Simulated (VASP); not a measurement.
Write the native input for VASP 6.6.1 that does the following.

| Property | Result |
| --- | --- |
| Task | single point |
| Functional | PBE |
| Potentials or basis | VASP PAW PBE potentials, release 64 (K_sv, F) |
| Cutoff | 520 eV |
| k mesh | 6 × 6 × 6 |
| Occupations | gaussian, width 0.01 eV |
| Spin | no spin polarisation |
| Dipole correction | no |
| Further INCAR settings | ALGO = Normal; EDIFF = 1e-07; NBANDS = 24 |

The structure of KF lies in POSCAR:

```
KF
1.0
    4.4847157248      0.0000000000      0.0000000000
   -2.2423578624      3.8838777464      0.0000000000
    0.0000000000      0.0000000000      5.2716949957
K F
2 2
Direct
    0.3333333333      0.6666666667      0.2500000000
    0.6666666667      0.3333333333      0.7500000000
    0.6666666667      0.3333333333      0.2500000000
    0.3333333333      0.6666666667      0.7500000000
```

The input as run:

INCAR

```
SYSTEM = KF
ALGO     = Normal         ! electronic algorithm
EDIFF    = 1E-7           ! SCF threshold, eV
ENCUT    = 520            ! plane-wave cutoff, eV
GGA      = PE             ! functional
ISIF     = 2              ! what is computed and relaxed
ISMEAR   = 0              ! smearing method
LASPH    = .True.         ! aspherical terms in the spheres
LCHARG   = .False.        ! write CHGCAR
LREAL    = .False.        ! projectors in reciprocal space
LWAVE    = .False.        ! write WAVECAR
NBANDS   = 24             ! bands
NELM     = 60             ! most SCF steps
PREC     = Accurate       ! precision mode
SIGMA    = 0.01           ! smearing width, eV
```

KPOINTS

```
k-points
0
Gamma
  6 6 6
  0 0 0
```

Potentials or basis: VASP PAW PBE potentials, release 64 (K_sv, F).

Command:

```console
$ cat potpaw_PBE.64/K_sv/POTCAR potpaw_PBE.64/F/POTCAR > POTCAR
$ mpirun -np 1 vasp_std > vasp.out
```

It gave:

* Pressure: 1.3 GPa
* Band gap on the k mesh: 5.37 eV

It took 110 s on 1 thread of Intel Xeon 8259CL, with other jobs on the host, peak memory 0.24 GiB.
